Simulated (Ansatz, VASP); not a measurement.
Two plane-wave programs on TePb

```
CELL_PARAMETERS angstrom
0.00000 3.27090 3.27090
3.27090 0.00000 3.27090
3.27090 3.27090 0.00000
ATOMIC_POSITIONS crystal
Te 0.00000 0.00000 0.00000
Pb 0.50000 0.50000 0.50000
```

Alike in both runs: task single point; functional PBEsol; k mesh 4 × 4 × 4; no spin polarisation.

|  | VASP | Ansatz |
| --- | --- | --- |
| version | VASP 6.6.1 | Ansatz 0.2.0 |
| potentials or method | VASP PAW PBE potentials, release 64 (Te, Pb_d) | scalar-relativistic, plane waves, PAW |
| plane-wave cutoff (eV) | 500 | 420 |
| occupations | fermi-dirac, width 0.051704 eV | fermi-dirac |
| valence electrons in the cell | 20 | 30 |

```csv
,VASP,Ansatz,Ansatz less VASP
gap on the k mesh at the Fermi level (eV),0.74,0.74,-0.003
least direct gap on the mesh (eV),0.74,0.74,-0.003
pressure (GPa),-1.9,-1.9,+0.03
```

VASP's potentials were made for PBE, not for PBEsol. VASP's potentials hold 20 valence electrons a cell and Ansatz's 30, so a difference there can come from the potentials and not from the codes.

Neither program's run includes spin-orbit coupling.
